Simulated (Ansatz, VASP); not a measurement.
## One calculation of Mg, two programs

The input INCAR:

```
  PREC = Accurate
  ENCUT = 520
  EDIFF = 1E-6
  ISMEAR = 0
  SIGMA = 0.15
  LREAL = False
  LASPH = True
  NELM = 100
  ALGO = Normal
  ISIF = 2
  LWAVE = False
  LCHARG = False
  GGA = PE
  NBANDS = 9
```

KPOINTS

```
regular mesh
0
Gamma
  18 18 10
```

The input POSCAR:

```
Mg
1.0
    3.2092715325      0.0000000000      0.0000000000
   -1.6046357662      2.7793106748      0.0000000000
    0.0000000000      0.0000000000      5.2103300000
Mg
2
Direct
    0.3333333333      0.6666666667      0.2500000000
    0.6666666667      0.3333333333      0.7500000000
```

Input for Ansatz:

```yaml
crystal:
  lattice:
    - [3.2092715325, 0.0, 0.0]
    - [-1.6046357662, 2.7793106748, 0.0]
    - [0.0, 0.0, 5.21033]
  atoms:
    - { symbol: Mg, position: [0.3333333333, 0.6666666667, 0.25] }
    - { symbol: Mg, position: [0.6666666667, 0.3333333333, 0.75] }
basis:
  ecutwfc: 420
kpoints:
  mp_grid: { grid: [18, 18, 10] }
hamiltonian:
  xc: pbe
scf:
  occupations: { method: gaussian, width: 0.15 }
output:
  forces: true
  stress: true
  eigenvalues: true
  write_density: true
  write_potential: true
  elf: true
  volumetric_format: npy
```

Alike in both runs: task single point; functional PBE; k mesh 18 × 18 × 10; occupations gaussian, width 0.15 eV; no spin polarisation.

```csv
,VASP,Ansatz
version,VASP 6.6.1,Ansatz 0.2.0
potentials or method,"VASP PAW PBE potentials, release 64 (Mg), cutoff 520 eV","scalar-relativistic, plane waves, PAW"
valence electrons in the cell,4,20
```

|  | VASP | Ansatz | Ansatz less VASP |
| --- | --- | --- | --- |
| gap on the k mesh at the Fermi level (eV) | none | none | - |
| pressure (GPa) | -0.6 | -0.4 | +0.13 |
| traceless stress, the component that is largest in VASP (GPa) | -0.08 | -0.08 | +0.001 |

A gap of «none» marks a metal or a gap that the smearing closes. The functional is the same, so the differences come from potentials, cutoffs and numerics. VASP's potentials hold 4 valence electrons a cell and Ansatz's 20, so a difference there can come from the potentials and not from the codes.
